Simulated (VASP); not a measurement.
Set up this calculation in VASP 6.6.1, as the native input.

```yaml
Task: single point
Functional: r2SCAN
Dispersion: D3(BJ)
Potentials_or_basis: VASP PAW PBE potentials, release 64 (C, O, H)
Cutoff: 520 eV
k_mesh: 1 × 1 × 1
Occupations: fermi-dirac, width 0.05 eV
Spin: no spin polarisation
Dipole_correction: no
Further_INCAR_settings: LREAL = Auto; ALGO = Normal; EDIFF = 1e-06; NBANDS = 64
```

H6C2O:

```
C O H
1.0
     6.77081    0.00000    0.00000
     0.00000    6.77081    0.00000
     0.00000    0.00000    6.77081
C O H
8 4 24
Direct
  0.63879 0.00035 0.76106
  0.68671 0.10968 0.56739
  0.12957 0.38602 0.73654
  0.16292 0.47061 0.53363
  0.67296 0.43451 0.08777
  0.56532 0.62951 0.12409
  0.18491 0.02131 0.15004
  0.03381 0.87183 0.09099
  0.55562 0.06337 0.40905
  0.34364 0.39892 0.44806
  0.59618 0.67640 0.32732
  0.07070 0.83816 0.88645
  0.45541 0.16623 0.40063
  0.66128 0.27991 0.59994
  0.83612 0.08296 0.51851
  0.74737 0.03546 0.87115
  0.49377 0.04531 0.81664
  0.62821 0.83974 0.73424
  0.42546 0.51314 0.41444
  0.04298 0.43147 0.44373
  0.16426 0.63375 0.53635
  0.96857 0.40198 0.75805
  0.16552 0.22567 0.74660
  0.21594 0.45899 0.84916
  0.55685 0.81928 0.33901
  0.62848 0.74824 0.02560
  0.40830 0.61792 0.08907
  0.64562 0.39433 0.93506
  0.82454 0.45286 0.13151
  0.61260 0.31401 0.16968
  0.96863 0.74993 0.84665
  0.05044 0.73604 0.18035
  0.87669 0.94076 0.11597
  0.17829 0.04033 0.31566
  0.34241 0.97578 0.12062
  0.17277 0.16627 0.07278
```

One way to write it, as run:

POSCAR

```
H6C2O
1.0
    6.7708090000      0.0000000000      0.0000000000
    0.0000000000      6.7708090000      0.0000000000
    0.0000000000      0.0000000000      6.7708090000
C O H
8 4 24
Direct
    0.6387862957      0.0003544628      0.7610611967
    0.6867126218      0.1096767019      0.5673915776
    0.1295709272      0.3860247719      0.7365441855
    0.1629199701      0.4706084605      0.5336289947
    0.6729624185      0.4345123308      0.0877738539
    0.5653238778      0.6295111854      0.1240915229
    0.1849114338      1.0213107474      0.1500411546
    0.0338068907      0.8718308255      0.0909935578
    0.5556204584      0.0633749970      0.4090500854
    0.3436369273      0.3989183567      0.4480557641
    0.5961769118      0.6764036617      0.3273168686
    0.0707005618      0.8381568584     -0.1135462542
    0.4554108674      0.1662282897      0.4006315937
    0.6612799150      0.2799074675      0.5999430792
    0.8361186972      0.0829590674      0.5185052480
    0.7473700705      0.0354610505      0.8711514385
    0.4937666976      0.0453121628      0.8166380118
    0.6282114885     -0.1602614990      0.7342401772
    0.4254587598      0.5131439980      0.4144408741
    0.0429786160      0.4314698583      0.4437283639
    0.1642639750      0.6337499699      0.5363465429
   -0.0314290360      0.4019755985      0.7580482628
    0.1655193641      0.2256746572      0.7466020678
    0.2159416991      0.4589850341      0.8491599748
    0.5568463089      0.8192817136      0.3390141414
    0.6284773356      0.7482414583      0.0255951689
    0.4082968520      0.6179172976      0.0890735509
    0.6456244741      0.3943251095     -0.0649405411
    0.8245395787      0.4528557813      0.1315057034
    0.6126003554      0.3140097439      0.1696843021
   -0.0313699589      0.7499251567     -0.1533494742
    0.0504371043      0.7360420298      0.1803477251
   -0.1233087508      0.9407590733      0.1159684168
    0.1782947946      1.0403335850      0.3156639037
    0.3424110767      0.9757770453      0.1206207412
    0.1727710825      1.1662712683      0.0727830308
```

INCAR.step1

```
PREC = Accurate
ENCUT = 520
ISMEAR = -1
SIGMA = 0.05
LREAL = Auto
LASPH = True
NELM = 100
NBANDS = 64
GGA = PE
ALGO = Normal
EDIFF = 1E-4
LWAVE = True
LCHARG = False
```

INCAR.step2

```
PREC = Accurate
ENCUT = 520
EDIFF = 1E-6
ISMEAR = -1
SIGMA = 0.05
LREAL = Auto
LASPH = True
NELM = 100
ALGO = Normal
ISIF = 2
LWAVE = False
LCHARG = False
METAGGA = R2SCAN
LMIXTAU = True
IVDW = 12
VDW_S6 = 1.0
VDW_S8 = 0.78981345
VDW_A1 = 0.49484001
VDW_A2 = 5.73083694
NBANDS = 64
ISTART = 1
```

KPOINTS

```
Automatic mesh
0
Gamma
  1 1 1
```

Potentials or basis: VASP PAW PBE potentials, release 64 (C, O, H).

Command:

```bash
$ cat potpaw_PBE.64/C/POTCAR potpaw_PBE.64/O/POTCAR potpaw_PBE.64/H/POTCAR > POTCAR
$ cp INCAR.step1 INCAR
$ mpirun -np 1 vasp_gam > vasp.out
$ cp INCAR.step2 INCAR
$ mpirun -np 1 vasp_gam > vasp.out
```

It gave:

| Quantity | Value |
| --- | --- |
| Pressure | -0.8 GPa |
| Largest force | 2.855 eV/Å |
| Band gap on the k mesh | 5.98 eV |
| Dispersion energy per atom | -0.022 eV |

Caveat: the k points lie up to 0.93 Å⁻¹ apart, too coarse for converged energies, forces and pressures; the PAW data sets were made with another functional, which shifts forces and pressure a little.

Wall time 2.1 min on 1 thread of AMD EPYC 7R13 Processor (Zen 3) (shared host), peak memory 0.33 GiB.
